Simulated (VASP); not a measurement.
# ScAl (P4mm) in VASP: single point with r2SCAN

Aim: the single point of ScAl with r2SCAN.

Everything below comes from runs of VASP 6.6.1. Logs are shortened: lines on timing, memory, paths and dates and some standing lists are left out, and cuts for length are marked.

### Step 1. The cell of the first run

The structure is tetragonal, space group P4mm (No. 99). The conventional cell has a = 3.369 Å, b = 3.369 Å, c = 3.369 Å, α = 90.00°, β = 90.00°, γ = 90.00°. Within 3.7 Å of Sc (site symmetry 4mm) lie 8 Al at 2.81 to 3.04 Å and 6 Sc at 3.37 Å. Al (site symmetry 4mm) has 8 Sc at 2.81 to 3.04 Å and 6 Al at 3.37 Å within 3.7 Å.

### Step 2. Single point, r2SCAN (atoms displaced along a vibrational mode)

File POSCAR:

```
ScAl
1.0
    3.3690951253      0.0000000000      0.0000000000
    0.0000000000      3.3690951253      0.0000000000
    0.0000000000      0.0000000000      3.3690951253
Sc Al
1 1
Direct
    0.4777322324      0.5000000000      0.5000000000
    0.0371019503      0.0000000000      0.0000000000
```

File INCAR.step1:

```
SYSTEM = ScAl
PREC = Accurate
ENCUT = 520
ISMEAR = 0
SIGMA = 0.15
LREAL = .False.
LASPH = .True.
NELM = 100
NBANDS = 14
GGA = PE
ALGO = Normal
EDIFF = 1E-4
LWAVE = .True.
LCHARG = .False.
```

File INCAR.step2:

```
SYSTEM = ScAl
PREC = Accurate
ENCUT = 520
EDIFF = 1E-6
ISMEAR = 0
SIGMA = 0.15
LREAL = .False.
LASPH = .True.
NELM = 100
ALGO = Normal
ISIF = 2
LWAVE = .False.
LCHARG = .False.
METAGGA = R2SCAN
LMIXTAU = .True.
NBANDS = 14
ISTART = 1
```

File KPOINTS:

```
Automatic mesh
0
Gamma
  18 18 18
  0 0 0
```

Potentials or basis: VASP PAW PBE potentials, release 64 (Sc_sv, Al).

Started as:

```
cat potpaw_PBE.64/Sc_sv/POTCAR potpaw_PBE.64/Al/POTCAR > POTCAR
cp INCAR.step1 INCAR
mpirun -np 1 vasp_std > vasp.out
cp INCAR.step2 INCAR
mpirun -np 1 vasp_std > vasp.out
```

OUTCAR:

```text
SYSTEM = ScAl
   PREC = Accurate
   ENCUT = 520
   EDIFF = 1E-6
   ISMEAR = 0
   LREAL = .False.
   LASPH = .True.
   NELM = 100
   ISIF = 2
   METAGGA = R2SCAN
   ISTART = 1

 ion  position               nearest neighbor table
   1  0.478  0.500  0.500-   2 2.81   2 2.81   2 2.81   2 2.81   2 3.04   2 3.04   2 3.04   2 3.04

   2  0.037  0.000  0.000-   1 2.81   1 2.81   1 2.81   1 2.81   1 3.04   1 3.04   1 3.04   1 3.04

  LATTYP: Found a simple cubic cell.
 ALAT       =     3.3690951253

  Lattice vectors:

 A1 = (   3.3690951253,   0.0000000000,   0.0000000000)
 A2 = (   0.0000000000,   3.3690951253,   0.0000000000)
 A3 = (   0.0000000000,   0.0000000000,   3.3690951253)

Analysis of symmetry for initial positions (statically):
=====================================================================
 Subroutine PRICEL returns:
 Original cell was already a primitive cell.

 Routine SETGRP: Setting up the symmetry group for a
 simple cubic supercell.

 Subroutine GETGRP returns: Found  8 space group operations
 (whereof  8 operations were pure point group operations)
 out of a pool of 48 trial point group operations.

The static configuration has the point symmetry C_4v.

Analysis of symmetry for dynamics (positions and initial velocities):
=====================================================================
 Subroutine PRICEL returns:
 Original cell was already a primitive cell.

 Routine SETGRP: Setting up the symmetry group for a
 simple cubic supercell.

 Subroutine GETGRP returns: Found  8 space group operations
 (whereof  8 operations were pure point group operations)
 out of a pool of 48 trial point group operations.

The dynamic configuration has the point symmetry C_4v.

 Subroutine INISYM returns: Found  8 space group operations
 (whereof  8 operations are pure point group operations),
 and found     1 'primitive' translations

----------------------------------------------------------------------------------------

                                     Primitive cell

  volume of cell :      38.2419

  direct lattice vectors                    reciprocal lattice vectors
     3.369095125  0.000000000  0.000000000     0.296815603  0.000000000  0.000000000
     0.000000000  3.369095125  0.000000000     0.000000000  0.296815603  0.000000000
     0.000000000  0.000000000  3.369095125     0.000000000  0.000000000  0.296815603

  length of vectors
     3.369095125  3.369095125  3.369095125     0.296815603  0.296815603  0.296815603

  position of ions in fractional coordinates (direct lattice)
     0.477732232  0.500000000  0.500000000
     0.037101950  0.000000000  0.000000000

  ion indices of the primitive-cell ions
   primitive index   ion index
                 1           1
                 2           2

----------------------------------------------------------------------------------------

 KPOINTS: Automatic mesh

Automatic generation of k-mesh.
 Grid dimensions read from file:
 generate k-points for:   18   18   18

 Generating k-lattice:

  Cartesian coordinates                     Fractional coordinates (reciprocal lattice)
     0.016489756  0.000000000  0.000000000     0.055555556  0.000000000  0.000000000
     0.000000000  0.016489756  0.000000000     0.000000000  0.055555556  0.000000000
     0.000000000  0.000000000  0.016489756     0.000000000  0.000000000  0.055555556

  Length of vectors
     0.016489756  0.016489756  0.016489756

  Shift w.r.t. Gamma in fractional coordinates (k-lattice)
     0.000000000  0.000000000  0.000000000

 Subroutine IBZKPT returns following result:
 ===========================================

 Found    550 irreducible k-points:

 Following reciprocal coordinates:
            Coordinates               Weight
  0.000000  0.000000  0.000000      1.000000
  0.055556  0.000000  0.000000      2.000000
  0.000000  0.055556  0.000000      4.000000
  0.111111  0.000000  0.000000      2.000000
  0.000000  0.111111  0.000000      4.000000
  0.166667  0.000000  0.000000      2.000000
[... 16 lines left out ...]
  0.000000  0.111111  0.055556      8.000000
  0.055556  0.000000  0.111111      8.000000
 [... further k-points ...]
   k-points           NKPTS =    550   k-points in BZ     NKDIM =    550   number of bands    NBANDS=     14
   number of dos      NEDOS =    301   number of ions     NIONS =      2
   total plane-waves  NPLWV =  21952
   dimension x,y,z NGX =    28 NGY =   28 NGZ =   28
   dimension x,y,z NGXF=    56 NGYF=   56 NGZF=   56
   ions per type =               1   1
   NGX,Y,Z   is equivalent  to a cutoff of  13.82, 13.82, 13.82 a.u.
   NGXF,Y,Z  is equivalent  to a cutoff of  27.63, 27.63, 27.63 a.u.
 SYSTEM =  ScAl
   PREC   = accura    normal or accurate (medium, high low for compatibility)
   ISTART =      1    job   : 0-new  1-cont  2-samecut
   ICHARG =      0    charge: 1-file 2-atom 10-const
   ISPIN  =      1    spin polarized calculation?
   LNONCOLLINEAR =      F non collinear calculations
   LSORBIT =      F    spin-orbit coupling
   LASPH  =      T    aspherical Exc in radial PAW
   ENCUT  =  520.0 eV  38.22 Ry    6.18 a.u.   6.26  6.26  6.26*2*pi/ulx,y,z
   NELM   =    100;   NELMIN=  2; NELMDL=  0     # of ELM steps
   EDIFF  = 0.1E-05   stopping-criterion for ELM
   LREAL  =      F    real-space projection
   EDIFFG = 0.1E-04   stopping-criterion for IOM
   NSW    =      0    number of steps for IOM
   IBRION =     -1    ionic relax: 0-MD 1-quasi-New 2-CG
   NFREE  =      0    steps in history (QN), initial steepest desc. (CG)
   ISIF   =      2    stress and relaxation
   ISYM   =      2    0-nonsym 1-usesym 2-fastsym
   POTIM  = 0.5000    time-step for ionic-motion
   TEBEG  =    0.0;   TEEND  =   0.0 temperature during run
   PSTRESS=    0.0 pullay stress
   NELECT =      14.0000    total number of electrons
   NUPDOWN=      -1.0000    fix difference up-down
   EMIN   =  10.00;   EMAX   =-10.00  energy-range for DOS
   EFERMI =   0.00;   METHOD = LEGACY
   ISMEAR =     0;   SIGMA  =   0.15  broadening in eV -4-tet -1-fermi 0-gaus
   EFERMI_NEDOS =   21; number of points for ismear=-14 and -15
   IALGO  =     38    algorithm
   IMIX   =      4    mixing-type and parameters
     AMIX     =   0.40;   BMIX     =  1.00
     AMIX_MAG =   1.60;   BMIX_MAG =  1.00
  volume/ion in A,a.u.               =      19.12       129.03
  Fermi-wavevector in a.u.,A,eV,Ry     =   1.171128  2.213110 18.660934  1.371540
  Thomas-Fermi vector in A             =   2.307576
   LORBIT       =      0    0 simple, 1 ext, 2 COOP (PROOUT), +10 PAW based schemes
   METAGGA = R2SCAN    functional components
   LHFCALC =     F    Hartree Fock is set to
   AEXX    =    0.0000 exact exchange contribution
   IVDW    =     0    specifies the selected vdW correction
   LEPSILON=     F    determine dielectric tensor
   LRPA    =     F    only Hartree local field effects (RPA)
 non-spin polarized calculation
 Gauss-broadening in eV      SIGMA  =   0.15
  energy-cutoff  :      520.00
  volume of cell :       38.24
 maximum number of plane-waves:      1064
 NGX is ok and might be reduce to    28
   NGX = 13   NGY = 13   NGZ = 13

 number of electron      14.0000001 magnetization

 Free energy of the ion-electron system (eV)
  ---------------------------------------------------
  ext. energy  EPLUGINS =         0.00000000
  ---------------------------------------------------
  free energy    TOTEN  =       -18.95578180 eV

  energy without entropy =      -18.94775428  energy(sigma->0) =      -18.95176804

 E-fermi :   6.1486     XC(G=0): -11.0245

 val. band max:        6.1481956963   @ k =   0.3889   0.1111   0.0000
 cond. band min:       6.1515312604   @ k =   0.0000   0.5000   0.1667
 fundamental gap:      0.0033355641
 Fermi energy:         6.1485659833

 k-point     1 :       0.0000    0.0000    0.0000
  band No.  band energies     occupation
      1     -45.4318      2.00000
      2     -23.0499      2.00000
      3     -23.0466      2.00000
      4     -23.0466      2.00000
      5      -2.8861      2.00000
      6       5.3982      2.00000
      7       5.4122      2.00000
      8       9.0315      0.00000
      9       9.0315      0.00000
     10       9.0801      0.00000
     11      10.1337      0.00000
     12      10.1337      0.00000
     13      10.1695      0.00000
     14      14.9780      0.00000

 k-point     2 :       0.0556    0.0000    0.0000
  band No.  band energies     occupation
      1     -45.4313      2.00000
      2     -23.0557      2.00000
      3     -23.0461      2.00000
      4     -23.0461      2.00000
      5      -2.8395      2.00000
      6       5.3476      2.00000
      7       5.4366      2.00000
      8       8.8637      0.00000
      9       8.8637      0.00000
     10       9.0869      0.00000
     11      10.0244      0.00000
     12      10.3316      0.00000
     13      10.3316      0.00000
     14      15.0212      0.00000

 k-point     3 :       0.0000    0.0556    0.0000
  band No.  band energies     occupation
      1     -45.4313      2.00000
      2     -23.0526      2.00000
      3     -23.0493      2.00000
      4     -23.0461      2.00000
      5      -2.8393      2.00000
      6       5.3585      2.00000
      7       5.4269      2.00000
      8       8.8409      0.00000
      9       8.8858      0.00000
     10       9.1061      0.00000
     11       9.8861      0.00000
     12      10.3357      0.00000
     13      10.4603      0.00000
     14      14.9137      0.00000
[... 324 lines left out ...]
 k-point    23 :       0.0000    0.1111    0.0556
  band No.  band energies     occupation
      1     -45.4295      2.00000
      2     -23.0689      2.00000
      3     -23.0505      2.00000
      4     -23.0472      2.00000
      5      -2.6536      2.00000
      6       5.2018      2.00000
      7       5.4703      2.00000
      8       8.3135      0.00000
      9       8.5667      0.00000
     10       9.0183      0.00000
     11       9.7895      0.00000
     12      10.5652      0.00000
     13      11.0795      0.00000
     14      14.7358      0.00000

 k-point    24 :       0.0556    0.0000    0.1111
  band No.  band energies     occupation
      1     -45.4295      2.00000
      2     -23.0689      2.00000
      3     -23.0535      2.00000
      4     -23.0441      2.00000
      5      -2.6539      2.00000
      6       5.2020      2.00000
      7       5.4680      2.00000
      8       8.3932      0.00000
      9       8.4694      0.00000
     10       9.0570      0.00000
     11       9.7323      0.00000
     12      10.7615      0.00000
     13      10.9054      0.00000
     14      14.8025      0.00000

 [... further k-points ...]

------------------------ aborting loop because EDIFF is reached ----------------------------------------

  FORCE on cell =-STRESS in cart. coord.  units (eV):
  Direction    XX          YY          ZZ          XY          YZ          ZX
  --------------------------------------------------------------------------------------
  -------------------------------------------------------------------------------------
  Total        0.2045163      0.3795755      0.3795755      0.0000000      0.0000000     -0.0000000
  in kB        8.5683799     15.9026280     15.9026280      0.0000000      0.0000000     -0.0000000
  external PRESSURE =      13.4578786 kB  Pullay stress =       0.0000000 kB

 VOLUME and BASIS-vectors are now :
 -----------------------------------------------------------------------------
  energy-cutoff  :      520.00
  volume of cell :       38.24
      direct lattice vectors                 reciprocal lattice vectors
     3.369095125  0.000000000  0.000000000     0.296815603  0.000000000  0.000000000
     0.000000000  3.369095125  0.000000000     0.000000000  0.296815603  0.000000000
     0.000000000  0.000000000  3.369095125     0.000000000  0.000000000  0.296815603

 POSITION                                       TOTAL-FORCE (eV/Angst)
 -----------------------------------------------------------------------------------
      1.60953      1.68455      1.68455         1.076496     -0.000000      0.000000
      0.12500      0.00000      0.00000        -1.076496      0.000000     -0.000000
 -----------------------------------------------------------------------------------
    total drift:                                0.000328      0.000000     -0.000000

  FREE ENERGIE OF THE ION-ELECTRON SYSTEM (eV)
  ---------------------------------------------------
  free  energy   TOTEN  =       -18.9557817953 eV

  energy  without entropy=      -18.9477542759  energy(sigma->0) =      -18.95176804
```

Wall time 20 min (1 thread of Oxide Virtual Turin-like, shared host); peak memory 0.38 GiB.

What came out:

| Property | Result |
| --- | --- |
| Free energy | -18.9558 eV |
| Pressure | 1.3 GPa |
| Largest force | 1.076 eV/Å |
| Band gap on the k mesh | zero (bands 7 and 8 overlap by 1.21 eV) |

Forces in eV/Å, atoms in the order of the input:
```
Sc   1.076  0.000  0.000
Al  -1.076  0.000  0.000
```

Levels at points of the mesh, in eV from the Fermi level:
| k point | band 3 | band 4 | band 5 | band 6 | band 7 | band 8 | band 9 | band 10 | band 11 | band 12 |
| --- | --- | --- | --- | --- | --- | --- | --- | --- | --- | --- |
| (0.00, 0.00, 0.00) | -29.20 | -29.20 | -9.03 | -0.75 | -0.74 | 2.88 | 2.88 | 2.93 | 3.99 | 3.99 |
| (0.50, 0.00, 0.00) | -29.18 | -29.18 | -6.11 | -4.90 | 0.28 | 0.91 | 0.91 | 3.17 | 4.08 | 6.26 |
| (0.00, 0.50, 0.00) | -29.18 | -29.18 | -6.09 | -4.90 | 0.30 | 0.84 | 0.94 | 3.18 | 4.05 | 6.06 |
| (0.50, 0.50, 0.00) | -29.36 | -29.16 | -4.94 | -2.19 | -2.16 | -0.83 | 1.63 | 1.71 | 3.93 | 5.27 |
| (0.00, 0.50, 0.50) | -29.36 | -29.16 | -4.99 | -2.16 | -2.16 | -0.83 | 1.76 | 1.76 | 3.93 | 5.16 |
| (0.50, 0.50, 0.50) | -29.33 | -29.33 | -2.82 | -2.73 | -2.73 | -0.26 | 2.88 | 2.88 | 2.97 | 4.00 |

Caveat: the cell differs from its parent crystal (atoms displaced along a vibrational mode); the PAW data sets were made with another functional, which shifts forces and pressure a little.
